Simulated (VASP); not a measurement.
# C (a cell with a defect) in VASP: notebook, part 2 of 2

VASP 6.6.1. The steps go on from the part before.

### 4 Single point, PBEsol

Contents of INCAR:

```
SYSTEM = C
ALGO = Normal ; EDIFF = 1E-7
ENCUT = 520 ; GGA = PS
ISIF = 2 ; ISMEAR = 0
LASPH = .TRUE. ; LCHARG = .TRUE.
LELF = .TRUE. ; LREAL = Auto
LVHAR = .TRUE. ; LWAVE = .FALSE.
NBANDS = 43 ; NELM = 100
PREC = Accurate ; SIGMA = 0.05
```

Contents of KPOINTS:

```
k-points
0
G
  6 6 6
  0 0 0
```

Contents of POSCAR:

```
C
1.0
    0.0000000000      3.5537981836     -3.5537981836
   -3.5537981836      0.0000000000     -3.5537981836
   -3.5537981836      3.5537981836      0.0000000000
C
15
Direct
    0.2500000000      0.7500000000      0.2500000000
    0.7500000000      0.2500000000      0.2500000000
    0.2500000000      0.2500000000      0.2500000000
    0.7500000000      0.7500000000      0.7500000000
    0.2500000000      0.7500000000      0.7500000000
    0.7500000000      0.2500000000      0.7500000000
    0.2500000000      0.2500000000      0.7500000000
    0.8750000000      0.3750000000      0.3750000000
    0.3750000000      0.3750000000      0.3750000000
    0.8884352206      0.8884352206      0.2075045588
    0.3750000000      0.8750000000      0.3750000000
    0.8750000000      0.3750000000      0.8750000000
    0.3750000000      0.3750000000      0.8750000000
    0.8750000000      0.8750000000      0.8750000000
    0.3750000000      0.8750000000      0.8750000000
```

Potentials or basis: VASP PAW PBE potentials, release 64 (C).

The run is started by

```console
cat potpaw_PBE.64/C/POTCAR > POTCAR
mpirun -np 1 vasp_std > vasp.out
```

OUTCAR:

```text
SYSTEM = C
   EDIFF = 1E-7
   ENCUT = 520
   GGA = PS
   ISIF = 2
   ISMEAR = 0
   LASPH = .TRUE.
   LREAL = Auto
   NELM = 100
   PREC = Accurate

 ion  position               nearest neighbor table
   1  0.250  0.750  0.250-  11 1.54   9 1.54  15 1.54  10 1.68
   2  0.750  0.250  0.250-   8 1.54   9 1.54  12 1.54  10 1.68
   3  0.250  0.250  0.250-   9 1.54   8 1.54  11 1.54  13 1.54
   4  0.750  0.750  0.750-  14 1.54  12 1.54  15 1.54
   5  0.250  0.750  0.750-  15 1.54  13 1.54  14 1.54  11 1.54
   6  0.750  0.250  0.750-  12 1.54   8 1.54  13 1.54  14 1.54
   7  0.250  0.250  0.750-  13 1.54  12 1.54   9 1.54  15 1.54
   8  0.875  0.375  0.375-   2 1.54   3 1.54   6 1.54
   9  0.375  0.375  0.375-   3 1.54   2 1.54   1 1.54   7 1.54
  10  0.888  0.888  0.208-   1 1.68   2 1.68  14 1.74
  11  0.375  0.875  0.375-   1 1.54   3 1.54   5 1.54
  12  0.875  0.375  0.875-   6 1.54   4 1.54   2 1.54   7 1.54
  13  0.375  0.375  0.875-   7 1.54   5 1.54   6 1.54   3 1.54
  14  0.875  0.875  0.875-   4 1.54   5 1.54   6 1.54  10 1.74
  15  0.375  0.875  0.875-   5 1.54   4 1.54   1 1.54   7 1.54

  LATTYP: Found a face centered cubic cell.
 ALAT       =     7.1075963672

  Lattice vectors:

 A1 = (   0.0000000000,   3.5537981836,  -3.5537981836)
 A2 = (  -3.5537981836,   0.0000000000,  -3.5537981836)
 A3 = (  -3.5537981836,   3.5537981836,   0.0000000000)

Analysis of symmetry for initial positions (statically):
=====================================================================
 Subroutine PRICEL returns:
 Original cell was already a primitive cell.

 Routine SETGRP: Setting up the symmetry group for a
 face centered cubic supercell.

 Subroutine GETGRP returns: Found  2 space group operations
 (whereof  2 operations were pure point group operations)
 out of a pool of 48 trial point group operations.
[... 174 lines left out ...]
  energy-cutoff  :      520.00
  volume of cell :       89.77
 maximum number of plane-waves:      2450
 NGX is ok and might be reduce to    40
   NGX = 19   NGY = 19   NGZ = 19

 number of electron      59.9999993 magnetization

 Free energy of the ion-electron system (eV)
  ---------------------------------------------------
  ext. energy  EPLUGINS =         0.00000000
  ---------------------------------------------------
  free energy    TOTEN  =      -134.16642735 eV

  energy without entropy =     -134.16391327  energy(sigma->0) =     -134.16517031

 E-fermi :   9.4429     XC(G=0): -13.2126

 val. band max:        9.4370332961   @ k =   0.3333   0.1667   0.3333
 cond. band min:       9.4756974642   @ k =   0.5000   0.3333   0.0000
 fundamental gap:      0.0386641681
 Fermi energy:         9.4428865919

 k-point     1 :       0.0000    0.0000    0.0000
  band No.  band energies     occupation
      1     -12.2269      2.00000
      2      -6.7721      2.00000
      3      -6.6949      2.00000
      4      -6.4696      2.00000
      5      -5.6725      2.00000
      6      -4.7701      2.00000
[... 1069 lines left out ...]
     41      17.8008      0.00000
     42      18.2515      0.00000

 [... further k-points ...]

 [bands above 42 left out]

------------------------ aborting loop because EDIFF is reached ----------------------------------------

  FORCE on cell =-STRESS in cart. coord.  units (eV):
  Direction    XX          YY          ZZ          XY          YZ          ZX
  --------------------------------------------------------------------------------------
  -------------------------------------------------------------------------------------
  Total       -6.7585203     -6.7585203      2.6743845      6.5311017      9.4291578     -9.4291575
  in kB     -120.6296112   -120.6296112     47.7338152    116.5705235    168.2965476   -168.2965417
  external PRESSURE =     -64.5084690 kB  Pullay stress =       0.0000000 kB

 VOLUME and BASIS-vectors are now :
 -----------------------------------------------------------------------------
  energy-cutoff  :      520.00
  volume of cell :       89.77
      direct lattice vectors                 reciprocal lattice vectors
     0.000000000  3.553798184 -3.553798184     0.140694540  0.140694540 -0.140694540
    -3.553798184  0.000000000 -3.553798184    -0.140694540 -0.140694540 -0.140694540
    -3.553798184  3.553798184  0.000000000    -0.140694540  0.140694540  0.140694540

 POSITION                                       TOTAL-FORCE (eV/Angst)
 -----------------------------------------------------------------------------------
     -3.55380      1.77690     -3.55380         2.216532     -0.698611     -0.372054
     -1.77690      3.55380     -3.55380         0.698611     -2.216532     -0.372054
     -1.77690      1.77690     -1.77690        -0.087860      0.087860     -0.860699
     -5.33070      5.33070     -5.33070        -1.797325      1.797325      2.293344
     -5.33070      3.55380     -3.55380         1.401967      0.061756     -1.236539
     -3.55380      5.33070     -3.55380        -0.061756     -1.401967     -1.236539
     -3.55380      3.55380     -1.77690        -0.083254      0.083254     -0.083789
     -2.66535      4.44225     -4.44225         2.043367      2.092824      2.714018
     -2.66535      2.66535     -2.66535         0.180240     -0.180240      0.153199
     -3.89475      3.89475     -6.31464        -4.005964      4.005964      2.969943
     -4.44225      2.66535     -4.44225        -2.092824     -2.043367      2.714018
     -4.44225      6.21915     -4.44225        -0.212576     -1.778413     -1.827924
     -4.44225      4.44225     -2.66535        -0.038926      0.038926      0.183205
     -6.21915      6.21915     -6.21915         0.061355     -0.061355     -3.210205
     -6.21915      4.44225     -4.44225         1.778413      0.212576     -1.827924
 -----------------------------------------------------------------------------------
    total drift:                                0.005774     -0.005774     -0.002775

  FREE ENERGIE OF THE ION-ELECTRON SYSTEM (eV)
  ---------------------------------------------------
  free  energy   TOTEN  =      -134.1664273486 eV

  energy  without entropy=     -134.1639132737  energy(sigma->0) =     -134.16517031
```

Wall time 9.6 min (1 thread of Intel Xeon Platinum 8259CL at 2.50GHz (Skylake/Cascade Lake), shared host); peak memory 0.32 GiB.

What came out:

- Free energy: -134.1664 eV
- Pressure: -6.5 GPa
- Largest force: 6.397 eV/Å
- Band gap on the k mesh: zero (bands 30 and 31 overlap by 1.70 eV)

Forces in eV/Å, atoms in the order of the input:
```
C    2.217 -0.699 -0.372
C    0.699 -2.217 -0.372
C   -0.088  0.088 -0.861
C   -1.797  1.797  2.293
C    1.402  0.062 -1.237
C   -0.062 -1.402 -1.237
C   -0.083  0.083 -0.084
C    2.043  2.093  2.714
C    0.180 -0.180  0.153
C   -4.006  4.006  2.970
C   -2.093 -2.043  2.714
C   -0.213 -1.778 -1.828
C   -0.039  0.039  0.183
C    0.061 -0.061 -3.210
C    1.778  0.213 -1.828
```

Caveat: the cell differs from its parent crystal (atoms taken out, atom 10 moved 0.375 of the way to it and -0.525 Å across, host rigid); the PAW data sets were made with another functional, which shifts forces and pressure a little.

### 5 Single point, PBEsol

Contents of INCAR:

```
SYSTEM = C
PREC = Accurate
ENCUT = 520
EDIFF = 1E-7
ISMEAR = 0
SIGMA = 0.05
LREAL = Auto
LASPH = .TRUE.
NELM = 80
ALGO = Normal
ISIF = 2
LWAVE = .FALSE.
LCHARG = .FALSE.
GGA = PS
NBANDS = 43
```

Contents of KPOINTS:

```
Automatic mesh
0
G
  6 6 6
  0 0 0
```

Changes to POSCAR since step 4:

```diff
@@ -17,3 +17,3 @@
     0.3750000000      0.3750000000      0.3750000000
-    0.8884352206      0.8884352206      0.2075045588
+    0.8705215931      0.8705215931      0.4308318137
     0.3750000000      0.8750000000      0.3750000000
```

Potentials or basis: VASP PAW PBE potentials, release 64 (C).

The run is started by

```console
cat potpaw_PBE.64/C/POTCAR > POTCAR
mpirun -np 1 vasp_std > vasp.out
```

OUTCAR:

```text
SYSTEM = C
   PREC = Accurate
   ENCUT = 520
   EDIFF = 1E-7
   ISMEAR = 0
   LREAL = Auto
   LASPH = .TRUE.
   NELM = 80
   ISIF = 2
   GGA = PS

 ion  position               nearest neighbor table
   1  0.250  0.750  0.250-  11 1.54   9 1.54  15 1.54  10 1.58
   2  0.750  0.250  0.250-   8 1.54   9 1.54  12 1.54  10 1.58
   3  0.250  0.250  0.250-   9 1.54   8 1.54  11 1.54  13 1.54
   4  0.750  0.750  0.750-  10 1.32  14 1.54  12 1.54  15 1.54
   5  0.250  0.750  0.750-  15 1.54  13 1.54  14 1.54  11 1.54
   6  0.750  0.250  0.750-  12 1.54   8 1.54  13 1.54  14 1.54
   7  0.250  0.250  0.750-  13 1.54  12 1.54   9 1.54  15 1.54
   8  0.875  0.375  0.375-   2 1.54   3 1.54   6 1.54
   9  0.375  0.375  0.375-   3 1.54   2 1.54   1 1.54   7 1.54
  10  0.871  0.871  0.431-   4 1.32   2 1.58   1 1.58
  11  0.375  0.875  0.375-   1 1.54   3 1.54   5 1.54
  12  0.875  0.375  0.875-   6 1.54   4 1.54   2 1.54   7 1.54
  13  0.375  0.375  0.875-   7 1.54   5 1.54   6 1.54   3 1.54
  14  0.875  0.875  0.875-   4 1.54   5 1.54   6 1.54
  15  0.375  0.875  0.875-   5 1.54   4 1.54   1 1.54   7 1.54

  LATTYP: Found a face centered cubic cell.
 ALAT       =     7.1075963672

  Lattice vectors:

 A1 = (   0.0000000000,   3.5537981836,  -3.5537981836)
 A2 = (  -3.5537981836,   0.0000000000,  -3.5537981836)
 A3 = (  -3.5537981836,   3.5537981836,   0.0000000000)

Analysis of symmetry for initial positions (statically):
=====================================================================
 Subroutine PRICEL returns:
 Original cell was already a primitive cell.

 Routine SETGRP: Setting up the symmetry group for a
 face centered cubic supercell.

 Subroutine GETGRP returns: Found  2 space group operations
 (whereof  2 operations were pure point group operations)
 out of a pool of 48 trial point group operations.

The static configuration has the point symmetry C_1h.

Analysis of symmetry for dynamics (positions and initial velocities):
[... 174 lines left out ...]
   NGX = 19   NGY = 19   NGZ = 19

 number of electron      59.9999993 magnetization

 Free energy of the ion-electron system (eV)
  ---------------------------------------------------
  ext. energy  EPLUGINS =         0.00000000
  ---------------------------------------------------
  free energy    TOTEN  =      -137.90605495 eV

  energy without entropy =     -137.90401859  energy(sigma->0) =     -137.90503677

 E-fermi :  10.1068     XC(G=0): -13.1510

 val. band max:       10.1014884040   @ k =  -0.1667   0.1667   0.5000
 cond. band min:      10.1246586173   @ k =   0.0000   0.5000   0.3333
 fundamental gap:      0.0231702133
 Fermi energy:        10.1067675864

 k-point     1 :       0.0000    0.0000    0.0000
  band No.  band energies     occupation
      1     -12.4048      2.00000
      2      -7.4000      2.00000
      3      -6.7173      2.00000
      4      -6.6502      2.00000
      5      -6.1462      2.00000
      6      -4.6545      2.00000
[... 1069 lines left out ...]
     41      17.8342      0.00000
     42      18.4505      0.00000

 [... further k-points ...]

 [bands above 42 left out]

------------------------ aborting loop because EDIFF is reached ----------------------------------------

  FORCE on cell =-STRESS in cart. coord.  units (eV):
  Direction    XX          YY          ZZ          XY          YZ          ZX
  --------------------------------------------------------------------------------------
  -------------------------------------------------------------------------------------
  Total        0.4018464      0.4018464     -1.6299832     -4.1924516      0.9612154     -0.9612155
  in kB        7.1723647      7.1723647    -29.0927940    -74.8290731     17.1562766    -17.1562777
  external PRESSURE =      -4.9160216 kB  Pullay stress =       0.0000000 kB

 VOLUME and BASIS-vectors are now :
 -----------------------------------------------------------------------------
  energy-cutoff  :      520.00
  volume of cell :       89.77
      direct lattice vectors                 reciprocal lattice vectors
     0.000000000  3.553798184 -3.553798184     0.140694540  0.140694540 -0.140694540
    -3.553798184  0.000000000 -3.553798184    -0.140694540 -0.140694540 -0.140694540
    -3.553798184  3.553798184  0.000000000    -0.140694540  0.140694540  0.140694540

 POSITION                                       TOTAL-FORCE (eV/Angst)
 -----------------------------------------------------------------------------------
     -3.55380      1.77690     -3.55380        -0.446977      0.893103      0.710943
     -1.77690      3.55380     -3.55380        -0.893103      0.446977      0.710943
     -1.77690      1.77690     -1.77690        -0.001500      0.001500     -0.663601
     -5.33070      5.33070     -5.33070        -3.608697      3.608697      4.902035
     -5.33070      3.55380     -3.55380         0.165330      0.604783     -0.025248
     -3.55380      5.33070     -3.55380        -0.604783     -0.165330     -0.025248
     -3.55380      3.55380     -1.77690         0.042770     -0.042770     -0.096216
     -2.66535      4.44225     -4.44225         1.308946      1.310315      1.267202
     -2.66535      2.66535     -2.66535         0.019841     -0.019841     -0.092757
     -4.62475      4.62475     -6.18732         4.733565     -4.733565     -7.962826
     -4.44225      2.66535     -4.44225        -1.310315     -1.308946      1.267202
     -4.44225      6.21915     -4.44225         0.470315      0.809136      0.693850
     -4.44225      4.44225     -2.66535        -0.016808      0.016808      0.027622
     -6.21915      6.21915     -6.21915         0.950553     -0.950553     -1.407752
     -6.21915      4.44225     -4.44225        -0.809136     -0.470315      0.693850
 -----------------------------------------------------------------------------------
    total drift:                                0.002006     -0.002006     -0.000572

  FREE ENERGIE OF THE ION-ELECTRON SYSTEM (eV)
  ---------------------------------------------------
  free  energy   TOTEN  =      -137.9060549467 eV

  energy  without entropy=     -137.9040185927  energy(sigma->0) =     -137.90503677
```

stdout:

```text
POSCAR found type information on POSCAR C
 POSCAR found :  1 types and      15 ions
 scaLAPACK will be used
 -----------------------------------------------------------------------------
|                                                                             |
|                                                                             |
|     You enforced a specific xc type in the INCAR file but a different       |
|     I HOPE YOU KNOW WHAT YOU ARE DOING!                                     |
|                                                                             |
 -----------------------------------------------------------------------------

 LDA part: xc-table for (Slater+PW92), standard interpolation
 POSCAR, INCAR and KPOINTS ok, starting setup
 FFT: planning ... GRIDC
 FFT: planning ... GRID_SOFT
 FFT: planning ... GRID
 WAVECAR not read
 entering main loop
```

Run time: 10 min. Hardware: 1 thread of Intel Xeon Platinum 8259CL at 2.50GHz (Skylake/Cascade Lake), shared host; peak memory 0.32 GiB.

What came out:

| Property | Result |
| --- | --- |
| Free energy | -137.9061 eV |
| Pressure | -0.5 GPa |
| Largest force | 10.403 eV/Å |
| Band gap on the k mesh | zero (bands 30 and 31 overlap by 1.79 eV) |

Forces in eV/Å, atoms in the order of the input:
```
C   -0.447  0.893  0.711
C   -0.893  0.447  0.711
C   -0.002  0.002 -0.664
C   -3.609  3.609  4.902
C    0.165  0.605 -0.025
C   -0.605 -0.165 -0.025
C    0.043 -0.043 -0.096
C    1.309  1.310  1.267
C    0.020 -0.020 -0.093
C    4.734 -4.734 -7.963
C   -1.310 -1.309  1.267
C    0.470  0.809  0.694
C   -0.017  0.017  0.028
C    0.951 -0.951 -1.408
C   -0.809 -0.470  0.694
```

Caveat: the cell differs from its parent crystal (atoms taken out, atom 10 moved -0.125 of the way to it and +0.175 Å across, host rigid); the PAW data sets were made with another functional, which shifts forces and pressure a little.

### 6 Single point, PBEsol

Contents of INCAR:

```
PREC     = Accurate       # precision mode
ENCUT    = 520            # plane-wave cutoff, eV
EDIFF    = 1E-7           # SCF threshold, eV
ISMEAR   = 0              # smearing method
SIGMA    = 0.05           # smearing width, eV
LREAL    = Auto         
LASPH    = True           # aspherical terms in the spheres
NELM     = 60             # most SCF steps
ALGO     = Normal         # electronic algorithm
ISIF     = 2              # what is computed and relaxed
LWAVE    = False          # write WAVECAR
LCHARG   = False          # write CHGCAR
GGA      = PS             # functional
NBANDS   = 43             # bands
```

Contents of KPOINTS:

```
Automatic mesh
0
Gamma
  6 6 6
```

Changes to POSCAR since step 5:

```diff
@@ -17,3 +17,3 @@
     0.3750000000      0.3750000000      0.3750000000
-    0.8705215931      0.8705215931      0.4308318137
+    0.8035431863      0.8035431863      0.4241636275
     0.3750000000      0.8750000000      0.3750000000
```

Potentials or basis: VASP PAW PBE potentials, release 64 (C).

The run is started by

```console
cat potpaw_PBE.64/C/POTCAR > POTCAR
mpirun -np 1 vasp_std > vasp.out
```

Run time: 9.7 min. Hardware: 1 thread of Intel Xeon Platinum 8259CL at 2.50GHz (Skylake/Cascade Lake), shared host; peak memory 0.32 GiB.

It converged, with:

* Free energy: -135.3232 eV
* Pressure: -5.8 GPa
* Largest force: 8.308 eV/Å
* Band gap on the k mesh: zero (bands 30 and 31 overlap by 1.75 eV)

Forces on the atoms (eV/Å):
```
C    1.466  0.791  0.550
C   -0.791 -1.466  0.550
C   -0.151  0.151 -0.673
C   -1.705  1.705  3.296
C   -0.458  0.590  0.449
C   -0.590  0.458  0.449
C    0.038 -0.038 -0.188
C    1.801  2.475  1.686
C    0.076 -0.076 -0.358
C    1.519 -1.519 -8.025
C   -2.475 -1.801  1.686
C    0.032  1.420  1.335
C    0.090 -0.090 -0.003
C    2.568 -2.568 -2.086
C   -1.420 -0.032  1.335
```

Stress tensor (GPa, compression positive):
```
 -1.09   3.93 -12.63
  3.93  -1.09  12.63
-12.63  12.63 -15.24
```

Levels at points of the mesh, in eV from the Fermi level:
```
           k point  band 27  band 28  band 29  band 30  band 31  band 32  band 33  band 34
(0.00, 0.00, 0.00)    -1.58    -1.47    -1.26     1.40     2.12     2.44     3.07     3.59
(0.50, 0.00, 0.00)    -3.26    -2.36    -2.18    -2.03     0.82     2.21     3.38     5.09
(0.00, 0.00, 0.50)    -2.78    -2.39    -2.33    -2.11     1.85     1.95     4.14     4.66
(0.50, 0.50, 0.50)    -3.94    -1.99    -1.52    -0.45     0.30     1.16     4.74     4.79
(0.50, 0.50, 0.00)    -3.53    -3.53    -1.77    -1.42    -0.12     0.36     4.20     4.44
(0.00, 0.50, 0.50)    -3.86    -3.55    -2.22    -1.79     0.08     1.63     3.74     4.01
```

Caveat: the cell differs from its parent crystal (atoms taken out, atom 10 moved 0.250 of the way to it and +0.350 Å across, host rigid); the PAW data sets were made with another functional, which shifts forces and pressure a little.

### 7 The runs side by side

```csv
cell,gap on the mesh (eV),pressure (GPa),largest force (eV/Å)
"as given, atomic positions A",none,-11.0,4.02
"as given, atomic positions B",none,-6.8,6.67
"as given, atomic positions C",none,-6.5,6.40
"as given, atomic positions D",none,-0.5,10.40
"as given, atomic positions E",none,-5.8,8.31
```

Alike in all rows: task single point; level PBEsol; potentials or basis VASP PAW PBE potentials, release 64 (C); no spin polarisation; k mesh 6 × 6 × 6; cutoff (eV) 520; smearing gaussian 0.05 eV.

Caveats: the PAW data sets were made with another functional, which shifts forces and pressure a little.

Absolute energies hang on the potentials; compare differences alone.
